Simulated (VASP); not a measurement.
H2CO, 32 atoms in the cell. The cell holds a disordered packing, 32 atoms: a = 7.873 Å, b = 7.873 Å, c = 7.873 Å, α = 90.00°, β = 90.00°, γ = 90.00°. 

| Item | Value |
| --- | --- |
| Program | VASP 6.6.1 |
| Task | single point |
| Functional | PBE |
| Dispersion | D3(BJ) |
| Potentials or basis | VASP PAW PBE potentials, release 64 (O, C, H) |
| Cutoff | 520 eV |
| k mesh | 1 × 1 × 1 |
| Occupations | fermi-dirac, width 0.02 eV |
| Spin | no spin polarisation |
| Dipole correction | no |
| Further INCAR settings | LREAL = Auto; ALGO = Normal; EDIFF = 1e-06; NBANDS = 70 |

Potentials or basis: VASP PAW PBE potentials, release 64 (O, C, H).

Run with:

```sh
$ cat potpaw_PBE.64/O/POTCAR potpaw_PBE.64/C/POTCAR potpaw_PBE.64/H/POTCAR > POTCAR
$ mpirun -np 1 vasp_gam > vasp.out
```

Hardware: 1 thread of Intel(R) Xeon(R) 6975P-C (Granite Rapids), on a shared host.

**Question.** How long does it take, and how much memory?

**Answer.** Run time: 52 s on 1 thread of Intel(R) Xeon(R) 6975P-C (Granite Rapids) (shared host), peak memory 0.47 GiB. Counts: scf iterations 18, k points 1.
